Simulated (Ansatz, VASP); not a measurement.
**Two plane-wave programs on RuBrCl3**

```
Ru Br Cl
1.0
     4.78569    0.00000    0.00000
     0.00000    4.78569    0.00000
     0.00000    0.00000    4.78569
Ru Br Cl
1 1 3
Direct
  0.50000 0.50000 0.50000
  0.00000 0.00000 0.00000
  0.00000 0.50000 0.50000
  0.50000 0.00000 0.50000
  0.50000 0.50000 0.00000
```

Change from the starting cell: species swapped into the Yb3SnO type (Pm-3m, No. 221).

Alike in both runs: functional PBE; k mesh 8 × 8 × 8; occupations gaussian, width 0.1 eV; collinear spin.

Ansatz relaxed the structure, and its values are those at the end. VASP's run is a single point on that final structure, the one shown.

|  | VASP | Ansatz |
| --- | --- | --- |
| version | VASP 6.6.1 | Ansatz 0.2.0 |
| potentials or method | VASP PAW PBE potentials, release 64 (Ru_pv, Br, Cl), cutoff 520 eV | scalar-relativistic, plane waves, PAW |
| valence electrons in the cell | 42 | 44 |

VASP gave:

```
gap on the k mesh at the Fermi level (eV)                     : none
pressure (GPa)                                                : 0.0
net moment per atom (μB)                                      : 0.26
size of the moment on the site where the two differ most (μB) : 1.11
```

Question: What did Ansatz give for the same quantities?

Answer: gap on the k mesh at the Fermi level (eV): none; pressure (GPa): 0.0; net moment per atom (μB): 0.26; size of the moment on the site where the two differ most (μB): 0.98.

Site moments also hang on the region over which each program counts them. A gap of «none» marks a metal or a gap that the smearing closes. VASP's potentials hold 42 valence electrons a cell and Ansatz's 44, so a difference there can come from the potentials and not from the codes.
